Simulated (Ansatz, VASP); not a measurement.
## One calculation of Pt, two programs

File INCAR:

```
SYSTEM = Pt
PREC = Accurate
ENCUT = 520
EDIFF = 1E-6
ISMEAR = 0
SIGMA = 0.15
LREAL = .False.
LASPH = .True.
NELM = 100
ALGO = Fast
ISIF = 2
LWAVE = .False.
LCHARG = .True.
GGA = PE
LELF = .True.
LVHAR = .True.
NBANDS = 11
```

The input KPOINTS:

```
regular mesh
0
Gamma
  20 20 20
  0 0 0
```

The input POSCAR:

```
Pt
1.0
    0.0000000000      2.0557950000      1.9579000000
    2.0557950000      0.0000000000      1.9579000000
    2.0557950000      2.0557950000      0.0000000000
Pt
1
Direct
    0.0000000000      0.0000000000      0.0000000000
```

Input for Ansatz:

```yaml
crystal:
  lattice:
    - [0.0, 2.055795, 1.9579]
    - [2.055795, 0.0, 1.9579]
    - [2.055795, 2.055795, 0.0]
  atoms:
    - { symbol: Pt, position: [0.0, 0.0, 0.0] }
basis:
  ecutwfc: 420
kpoints:
  mp_grid: { grid: [20, 20, 20] }
hamiltonian:
  xc: pbe
scf:
  occupations: { method: gaussian, width: 0.15 }
output:
  forces: true
  stress: true
  eigenvalues: true
```

Change from the starting cell: strain +0.050 along x and y, +0.000 along z, atoms carried along.

Alike in both runs: task single point; functional PBE; k mesh 20 × 20 × 20; occupations gaussian, width 0.15 eV; no spin polarisation.

|  | VASP | Ansatz |
| --- | --- | --- |
| version | VASP 6.6.1 | Ansatz 0.2.0 |
| potentials or method | VASP PAW PBE potentials, release 64 (Pt), cutoff 520 eV | scalar-relativistic, plane waves, PAW |
| valence electrons in the cell | 10 | 18 |

|  | VASP | Ansatz | Ansatz less VASP |
| --- | --- | --- | --- |
| gap on the k mesh at the Fermi level (eV) | none | none | - |
| pressure (GPa) | -12.1 | -11.7 | +0.38 |
| traceless stress, the component that is largest in VASP (GPa) | 1.65 | 1.67 | +0.012 |

A gap of «none» marks a metal or a gap that the smearing closes. VASP's potentials hold 10 valence electrons a cell and Ansatz's 18, so a difference there can come from the potentials and not from the codes.

Spin-orbit coupling is off throughout.
